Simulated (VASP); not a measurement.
# Ta (I4/mmm) in VASP: a series of runs

The runs below take Ta through single point, with PBE.

Everything below comes from runs of VASP 6.6.1. Logs are shortened: lines on timing, memory, paths and dates and some standing lists are left out, and cuts for length are marked.

## Step 1: The cell of the first run

It takes space group I4/mmm (No. 139, tetragonal). The conventional cell has a = 3.522 Å, b = 3.522 Å, c = 3.125 Å, α = 90.00°, β = 90.00°, γ = 90.00°. Within 3.9 Å of Ta (site symmetry 4/mmm) lie 14 Ta at 2.94 to 3.52 Å.

## Step 2: Single point, PBE (volume 19.377 Å^3 an atom, c/a of the conventional cell 0.8873)

File INCAR:

```
PREC     = Accurate       # precision mode
ENCUT    = 520            # plane-wave cutoff, eV
EDIFF    = 1E-6           # SCF threshold, eV
ISMEAR   = 0              # smearing method
SIGMA    = 0.15           # smearing width, eV
LREAL    = False          # projectors in reciprocal space
LASPH    = True           # aspherical terms in the spheres
NELM     = 80             # most SCF steps
ALGO     = Fast           # electronic algorithm
ISIF     = 2              # what is computed and relaxed
LWAVE    = False          # write WAVECAR
LCHARG   = True           # write CHGCAR
GGA      = PE             # functional
LELF     = True           # ELF
LVHAR    = True         
NBANDS   = 12             # bands
```

File KPOINTS:

```
regular mesh
0
Gamma
  20 20 20
```

File POSCAR:

```
Ta
1.0
   -1.7608351084      1.7608351084      1.5623889917
    1.7608351084     -1.7608351084      1.5623889917
    1.7608351084      1.7608351084     -1.5623889917
Ta
1
Direct
    0.0000000000      0.0000000000      0.0000000000
```

Potentials or basis: VASP PAW PBE potentials, release 64 (Ta_pv).

Run with:

```bash
> cat potpaw_PBE.64/Ta_pv/POTCAR > POTCAR
> mpirun -np 1 vasp_std > vasp.out
```

OUTCAR:

```text
PREC = Accurate
   ENCUT = 520
   EDIFF = 1E-6
   ISMEAR = 0
   LREAL = False
   LASPH = True
   NELM = 80
   ISIF = 2
   GGA = PE

 ion  position               nearest neighbor table
   1  0.000  0.000  0.000-

  LATTYP: Found a body centered tetragonal cell.
 ALAT       =     3.5216702168
 C/A-ratio  =     0.8873000000

  Lattice vectors:

 A1 = (  -1.7608351084,   1.7608351084,   1.5623889917)
 A2 = (   1.7608351084,  -1.7608351084,   1.5623889917)
 A3 = (   1.7608351084,   1.7608351084,  -1.5623889917)

Analysis of symmetry for initial positions (statically):
=====================================================================
 Subroutine PRICEL returns:
 Original cell was already a primitive cell.

 Routine SETGRP: Setting up the symmetry group for a
 body centered tetragonal supercell.

 Subroutine GETGRP returns: Found 16 space group operations
 (whereof 16 operations were pure point group operations)
 out of a pool of 16 trial point group operations.

The static configuration has the point symmetry D_4h.

Analysis of symmetry for dynamics (positions and initial velocities):
=====================================================================
 Subroutine PRICEL returns:
 Original cell was already a primitive cell.

 Routine SETGRP: Setting up the symmetry group for a
 body centered tetragonal supercell.

 Subroutine GETGRP returns: Found 16 space group operations
 (whereof 16 operations were pure point group operations)
 out of a pool of 16 trial point group operations.

The dynamic configuration has the point symmetry D_4h.

 Subroutine INISYM returns: Found 16 space group operations
 (whereof 16 operations are pure point group operations),
 and found     1 'primitive' translations

----------------------------------------------------------------------------------------

                                     Primitive cell

  volume of cell :      19.3770

  direct lattice vectors                    reciprocal lattice vectors
    -1.760835108  1.760835108  1.562388992     0.000000000  0.283956174  0.320022736
     1.760835108 -1.760835108  1.562388992     0.283956174  0.000000000  0.320022736
     1.760835108  1.760835108 -1.562388992     0.283956174  0.283956174  0.000000000

  length of vectors
     2.939751676  2.939751676  2.939751676     0.427838358  0.427838358  0.401574672

  position of ions in fractional coordinates (direct lattice)
     0.000000000  0.000000000  0.000000000

  ion indices of the primitive-cell ions
   primitive index   ion index
                 1           1

----------------------------------------------------------------------------------------

 KPOINTS: regular mesh

Automatic generation of k-mesh.
 Grid dimensions read from file:
 generate k-points for:   20   20   20

 Generating k-lattice:

  Cartesian coordinates                     Fractional coordinates (reciprocal lattice)
     0.000000000  0.014197809  0.016001137     0.050000000 -0.000000000  0.000000000
     0.014197809  0.000000000  0.016001137    -0.000000000  0.050000000  0.000000000
     0.014197809  0.014197809  0.000000000     0.000000000  0.000000000  0.050000000

  Length of vectors
     0.021391918  0.021391918  0.020078734

  Shift w.r.t. Gamma in fractional coordinates (k-lattice)
     0.000000000  0.000000000  0.000000000

 Subroutine IBZKPT returns following result:
 ===========================================

 Found    641 irreducible k-points:

 Following reciprocal coordinates:
            Coordinates               Weight
  0.000000  0.000000  0.000000      1.000000
  0.050000 -0.000000  0.000000      8.000000
  0.100000  0.000000 -0.000000      8.000000
  0.150000 -0.000000  0.000000      8.000000
  0.200000  0.000000 -0.000000      8.000000
  0.250000  0.000000  0.000000      8.000000
[... 16 lines left out ...]
 -0.400000  0.050000 -0.000000     16.000000
 -0.350000  0.050000 -0.000000     16.000000
 [... further k-points ...]
   k-points           NKPTS =    641   k-points in BZ     NKDIM =    641   number of bands    NBANDS=     12
   number of dos      NEDOS =    301   number of ions     NIONS =      1
   total plane-waves  NPLWV =  13824
   dimension x,y,z NGX =    24 NGY =   24 NGZ =   24
   dimension x,y,z NGXF=    48 NGYF=   48 NGZF=   48
   ions per type =               1
   NGX,Y,Z   is equivalent  to a cutoff of  13.57, 13.57, 13.57 a.u.
   NGXF,Y,Z  is equivalent  to a cutoff of  27.14, 27.14, 27.14 a.u.
 SYSTEM =  unknown system
   PREC   = accura    normal or accurate (medium, high low for compatibility)
   ISTART =      0    job   : 0-new  1-cont  2-samecut
   ICHARG =      2    charge: 1-file 2-atom 10-const
   ISPIN  =      1    spin polarized calculation?
   LNONCOLLINEAR =      F non collinear calculations
   LSORBIT =      F    spin-orbit coupling
   LASPH  =      T    aspherical Exc in radial PAW
   ENCUT  =  520.0 eV  38.22 Ry    6.18 a.u.   5.47  5.47  5.47*2*pi/ulx,y,z
   NELM   =     80;   NELMIN=  2; NELMDL= -5     # of ELM steps
   EDIFF  = 0.1E-05   stopping-criterion for ELM
   LREAL  =      F    real-space projection
   EDIFFG = 0.1E-04   stopping-criterion for IOM
   NSW    =      0    number of steps for IOM
   IBRION =     -1    ionic relax: 0-MD 1-quasi-New 2-CG
   NFREE  =      0    steps in history (QN), initial steepest desc. (CG)
   ISIF   =      2    stress and relaxation
   ISYM   =      2    0-nonsym 1-usesym 2-fastsym
   POTIM  = 0.5000    time-step for ionic-motion
   TEBEG  =    0.0;   TEEND  =   0.0 temperature during run
   PSTRESS=    0.0 pullay stress
   NELECT =      11.0000    total number of electrons
   NUPDOWN=      -1.0000    fix difference up-down
   EMIN   =  10.00;   EMAX   =-10.00  energy-range for DOS
   EFERMI =   0.00;   METHOD = LEGACY
   ISMEAR =     0;   SIGMA  =   0.15  broadening in eV -4-tet -1-fermi 0-gaus
   EFERMI_NEDOS =   21; number of points for ismear=-14 and -15
   IALGO  =     68    algorithm
   IMIX   =      4    mixing-type and parameters
     AMIX     =   0.40;   BMIX     =  1.00
     AMIX_MAG =   1.60;   BMIX_MAG =  1.00
  volume/ion in A,a.u.               =      19.38       130.76
  Fermi-wavevector in a.u.,A,eV,Ry     =   1.355533  2.561587 25.000307  1.837471
  Thomas-Fermi vector in A             =   2.482613
   LORBIT       =      0    0 simple, 1 ext, 2 COOP (PROOUT), +10 PAW based schemes
   GGA     = PE    functional components
   LHFCALC =     F    Hartree Fock is set to
   AEXX    =    0.0000 exact exchange contribution
   IVDW    =     0    specifies the selected vdW correction
   LEPSILON=     F    determine dielectric tensor
   LRPA    =     F    only Hartree local field effects (RPA)
 non-spin polarized calculation
 RMM-DIIS sequential band-by-band and
 Gauss-broadening in eV      SIGMA  =   0.15
  energy-cutoff  :      520.00
  volume of cell :       19.38
 maximum number of plane-waves:       542
 NGX is ok and might be reduce to    24
   NGX = 11   NGY = 11   NGZ = 11

 number of electron      11.0000001 magnetization

 Free energy of the ion-electron system (eV)
  ---------------------------------------------------
  ext. energy  EPLUGINS =         0.00000000
  ---------------------------------------------------
  free energy    TOTEN  =       -11.74761304 eV

  energy without entropy =      -11.73182265  energy(sigma->0) =      -11.73971784

 E-fermi :   4.9636     XC(G=0): -12.2455

 val. band max:        4.9596594815   @ k =  -0.4500  -0.4500   0.1500
 cond. band min:       4.9645172908   @ k =  -0.3500   0.4500   0.0500
 fundamental gap:      0.0048578092
 Fermi energy:         4.9636006170

 k-point     1 :       0.0000    0.0000    0.0000
  band No.  band energies     occupation
      1     -28.4522      2.00000
      2     -28.4522      2.00000
      3     -28.4262      2.00000
      4      -2.7182      2.00000
      5       4.7830      1.91133
      6       6.2661      0.00000
      7       6.2661      0.00000
      8       7.5230      0.00000
      9       9.5190      0.00000
     10      18.9791      0.00000
     11      18.9791      0.00000
     12      21.2195      0.00000

 k-point     2 :       0.0500   -0.0000    0.0000
  band No.  band energies     occupation
      1     -28.4679      2.00000
      2     -28.4601      2.00000
      3     -28.4367      2.00000
      4      -2.6101      2.00000
      5       4.8109      1.85004
      6       6.2227      0.00000
      7       6.2547      0.00000
      8       7.5371      0.00000
      9       9.4198      0.00000
     10      19.1828      0.00000
     11      19.1923      0.00000
     12      21.3047      0.00000

 k-point     3 :       0.1000    0.0000   -0.0000
  band No.  band energies     occupation
      1     -28.5338      2.00000
      2     -28.4828      2.00000
      3     -28.4460      2.00000
      4      -2.2935      2.00000
      5       4.8351      1.77429
      6       6.0622      0.00000
      7       6.2962      0.00000
      8       7.6134      0.00000
      9       9.1872      0.00000
     10      19.7253      0.00000
     11      19.7736      0.00000
     12      21.4943      0.00000
[... 286 lines left out ...]
 k-point    23 :      -0.4000    0.0500   -0.0000
  band No.  band energies     occupation
      1     -29.2283      2.00000
      2     -28.7250      2.00000
      3     -28.5002      2.00000
      4       0.8150      2.00000
      5       3.4686      2.00000
      6       5.2575      0.00559
      7       8.6598      0.00000
      8       9.5074      0.00000
      9      10.4965      0.00000
     10      16.7064      0.00000
     11      18.7763      0.00000
     12      19.3792      0.00000

 k-point    24 :      -0.3500    0.0500   -0.0000
  band No.  band energies     occupation
      1     -29.1174      2.00000
      2     -28.6850      2.00000
      3     -28.4906      2.00000
      4       0.4777      2.00000
      5       3.7130      2.00000
      6       4.8904      1.50971
      7       8.7211      0.00000
      8       8.9415      0.00000
      9       9.5350      0.00000
     10      17.5505      0.00000
     11      19.3493      0.00000
     12      20.3426      0.00000

 [... further k-points ...]
[... 5 lines left out ...]
  --------------------------------------------------------------------------------------
  -------------------------------------------------------------------------------------
  Total       -1.3114294     -1.3114294     -0.6207581      0.0000000      0.0000000      0.0000000
  in kB     -108.4348696   -108.4348696    -51.3270656      0.0000000      0.0000000      0.0000000
  external PRESSURE =     -89.3989350 kB  Pullay stress =       0.0000000 kB

 VOLUME and BASIS-vectors are now :
 -----------------------------------------------------------------------------
  energy-cutoff  :      520.00
  volume of cell :       19.38
      direct lattice vectors                 reciprocal lattice vectors
    -1.760835108  1.760835108  1.562388992     0.000000000  0.283956174  0.320022736
     1.760835108 -1.760835108  1.562388992     0.283956174  0.000000000  0.320022736
     1.760835108  1.760835108 -1.562388992     0.283956174  0.283956174  0.000000000

 POSITION                                       TOTAL-FORCE (eV/Angst)
 -----------------------------------------------------------------------------------
      0.00000      0.00000      0.00000         0.000000     -0.000000      0.000000
 -----------------------------------------------------------------------------------
    total drift:                                0.000000      0.000000      0.000000

  FREE ENERGIE OF THE ION-ELECTRON SYSTEM (eV)
  ---------------------------------------------------
  free  energy   TOTEN  =       -11.7476130371 eV

  energy  without entropy=      -11.7318226525  energy(sigma->0) =      -11.73971784
```

Wall time 66 s (1 thread of Intel Xeon 6975P-C, shared host); peak memory 0.26 GiB.

What came out:

| Item | Value |
| --- | --- |
| Free energy | -11.7476 eV |
| Pressure | -8.9 GPa |

Stress tensor (GPa, compression positive):
```
-10.84   0.00   0.00
  0.00 -10.84   0.00
  0.00   0.00  -5.13
```

Caveat: spin-orbit coupling is left out, which moves the levels of the heavy elements.

## Step 3: Single point, PBE (volume 19.377 Å^3 an atom, c/a of the conventional cell 1.1270)

Changes to INCAR since step 2:

```diff
@@ -7,3 +7,3 @@
 LASPH    = True           # aspherical terms in the spheres
-NELM     = 80             # most SCF steps
+NELM     = 60             # most SCF steps
 ALGO     = Fast           # electronic algorithm
@@ -11,6 +11,4 @@
 LWAVE    = False          # write WAVECAR
-LCHARG   = True           # write CHGCAR
+LCHARG   = False          # write CHGCAR
 GGA      = PE             # functional
-LELF     = True           # ELF
-LVHAR    = True         
 NBANDS   = 12             # bands
```

File KPOINTS:

```
Automatic mesh
0
Gamma
  20 20 20
```

File POSCAR:

```
Ta
1.0
   -1.6259263797      1.6259263797      1.8324190300
    1.6259263797     -1.6259263797      1.8324190300
    1.6259263797      1.6259263797     -1.8324190300
Ta
1
Direct
    0.0000000000      0.0000000000      0.0000000000
```

Potentials or basis: VASP PAW PBE potentials, release 64 (Ta_pv).

Run with:

```bash
> cat potpaw_PBE.64/Ta_pv/POTCAR > POTCAR
> mpirun -np 1 vasp_std > vasp.out
```

OUTCAR:

```text
PREC = Accurate
   ENCUT = 520
   EDIFF = 1E-6
   ISMEAR = 0
   LREAL = False
   LASPH = True
   NELM = 60
   ISIF = 2
   GGA = PE

 ion  position               nearest neighbor table
   1  0.000  0.000  0.000-

  LATTYP: Found a body centered tetragonal cell.
 ALAT       =     3.2518527594
 C/A-ratio  =     1.1270000000

  Lattice vectors:

 A1 = (  -1.6259263797,   1.6259263797,   1.8324190300)
 A2 = (   1.6259263797,  -1.6259263797,   1.8324190300)
 A3 = (   1.6259263797,   1.6259263797,  -1.8324190300)

Analysis of symmetry for initial positions (statically):
=====================================================================
 Subroutine PRICEL returns:
 Original cell was already a primitive cell.

 Routine SETGRP: Setting up the symmetry group for a
 body centered tetragonal supercell.

 Subroutine GETGRP returns: Found 16 space group operations
 (whereof 16 operations were pure point group operations)
 out of a pool of 16 trial point group operations.

The static configuration has the point symmetry D_4h.

Analysis of symmetry for dynamics (positions and initial velocities):
[... 162 lines left out ...]
 cond. band min:       4.9773060660   @ k =  -0.4500   0.1000   0.0000
 fundamental gap:      0.0006820809
 Fermi energy:         4.9766497453

 k-point     1 :       0.0000    0.0000    0.0000
  band No.  band energies     occupation
      1     -28.4607      2.00000
      2     -28.4473      2.00000
      3     -28.4473      2.00000
      4      -2.7205      2.00000
      5       5.3454      0.00051
      6       5.3454      0.00051
      7       6.6113      0.00000
      8       7.6709      0.00000
      9       9.3226      0.00000
     10      18.4482      0.00000
     11      20.3699      0.00000
     12      20.3699      0.00000
[... 331 lines left out ...]
 k-point    24 :      -0.3500    0.0500    0.0000
  band No.  band energies     occupation
      1     -29.1442      2.00000
      2     -28.6391      2.00000
      3     -28.4723      2.00000
      4       0.3188      2.00000
      5       4.5176      1.99998
      6       4.6632      1.99687
      7       7.5125      0.00000
      8       9.2914      0.00000
      9       9.5862      0.00000
     10      17.5038      0.00000
     11      18.8174      0.00000
     12      19.3593      0.00000

 [... further k-points ...]
[... 5 lines left out ...]
  --------------------------------------------------------------------------------------
  -------------------------------------------------------------------------------------
  Total       -0.7326977     -0.7326977     -1.8068985      0.0000000     -0.0000000      0.0000000
  in kB      -60.5827325    -60.5827325   -149.4024816      0.0000000     -0.0000000      0.0000000
  external PRESSURE =     -90.1893155 kB  Pullay stress =       0.0000000 kB

 VOLUME and BASIS-vectors are now :
 -----------------------------------------------------------------------------
  energy-cutoff  :      520.00
  volume of cell :       19.38
      direct lattice vectors                 reciprocal lattice vectors
    -1.625926380  1.625926380  1.832419030     0.000000000  0.307516998  0.272863353
     1.625926380 -1.625926380  1.832419030     0.307516998  0.000000000  0.272863353
     1.625926380  1.625926380 -1.832419030     0.307516998  0.307516998  0.000000000

 POSITION                                       TOTAL-FORCE (eV/Angst)
 -----------------------------------------------------------------------------------
      0.00000      0.00000      0.00000        -0.000000      0.000000     -0.000000
 -----------------------------------------------------------------------------------
    total drift:                               -0.000000      0.000000      0.000000

  FREE ENERGIE OF THE ION-ELECTRON SYSTEM (eV)
  ---------------------------------------------------
  free  energy   TOTEN  =       -11.7385235071 eV

  energy  without entropy=      -11.7218530361  energy(sigma->0) =      -11.73018827
```

It took 64 s on 1 thread of Intel Xeon 6975P-C, shared host; peak memory 0.26 GiB.

What came out:

- Free energy: -11.7385 eV
- Pressure: -9.0 GPa

Caveat: spin-orbit coupling is left out, which moves the levels of the heavy elements.

(Continued in part 2 of 2.)
